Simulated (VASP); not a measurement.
A run of VASP 6.6.1:

Contents of INCAR:

```
SYSTEM = H3C2ClF4
PREC = Accurate
ENCUT = 1010
EDIFF = 1E-6
ISMEAR = -1
SIGMA = 0.02
LREAL = Auto
LASPH = .True.
NELM = 120
ALGO = Normal
ISIF = 2
LWAVE = .False.
LCHARG = .False.
GGA = CA
NBANDS = 118
GGA_COMPAT = .False.
```

File KPOINTS:

```
Automatic mesh
0
Gamma
  1 1 1
  0 0 0
```

POSCAR

```
H3C2ClF4
1.0
    8.3663050000      0.0000000000      0.0000000000
    0.0000000000      8.3663050000      0.0000000000
    0.0000000000      0.0000000000      8.3663050000
C Cl H F
8 4 12 16
Direct
    0.9392796462      0.7845877003      0.6204770206
    0.6237759680      0.0411890315      0.7300833522
    0.2284521064      0.7492554957      0.0504045693
    1.0066929188      0.2766215193      0.4908140451
    0.5513066999      0.5538406740      0.3590593458
    0.6373542442      0.5290985686      0.7986201794
    0.0677718539      0.2527639143      0.0051157590
    0.5776624209      0.0849359425      0.2421618624
    1.0064658173      0.9615594937      0.7315057245
    0.4230900021     -0.0072672464      0.7214056863
    0.1629751724      0.7040144962      0.2563138685
    1.1110042008      0.3696374923      0.6498328713
    0.8127124220      0.7746669527      0.6255449688
    1.0100516297      0.7849223761      0.5049780040
    0.9960311033      0.6795592558      0.6914761056
    0.6515899193      0.1131921440      0.6255091107
    0.6616660521      0.0882707480      0.8447217738
    0.6920378829     -0.0675208470      0.7197681653
    0.3430068591      0.8135849697      0.0737003970
    0.2398071789      0.6382148392     -0.0191243327
    0.1452971174      0.8355540469      0.0057014417
    0.9893136815      0.3716814054      0.4067506504
    1.0878637583      0.1718679871      0.4514179199
    0.8827194323      0.2387314352      0.5247477829
    0.6887986991      0.4879812534      0.3847098570
    0.5477567457      0.7075524978      0.4022803376
    0.5211978287      0.5537211469      0.2046303595
    0.4442821532      0.4806542434      0.4508680953
    0.7423826887      0.6168553501      0.8794443903
    0.5533506130      0.4460870121      0.8989392569
    0.5367363490      0.6238715897      0.7208080509
    0.7174015291      0.4389273401      0.6935797822
    0.1366672623      0.3954672941      0.0110801602
    0.0422169644      0.1983910460      0.1499228154
   -0.0771427769      0.2665214811     -0.0699711521
    0.1573813051      0.1512495660     -0.0653454542
    0.5825271730      0.1610268810      0.3927181713
    0.5966552737      0.2033036089      0.1397271555
    0.7109948777      0.0027013120      0.2251412063
    0.4534618329      0.0007769260      0.2203242650
```

Potentials or basis: VASP PAW LDA potentials, release 64 (C_h, Cl, H_h, F_h).

Run with:

```sh
$ cat potpaw_LDA.64/C_h/POTCAR potpaw_LDA.64/Cl/POTCAR potpaw_LDA.64/H_h/POTCAR potpaw_LDA.64/F_h/POTCAR > POTCAR
$ mpirun -np 1 vasp_gam > vasp.out
```

Hardware: 1 thread of Intel(R) Xeon(R) Platinum 8375C CPU @ 2.90GHz (Ice Lake), with other jobs on the host.

Problem. Estimate the wall time of this run.

Solution. Run time: 6.8 min on 1 thread of Intel(R) Xeon(R) Platinum 8375C CPU @ 2.90GHz (Ice Lake), on a shared host, peak memory 0.89 GiB. Counts: scf iterations 18, k points 1.
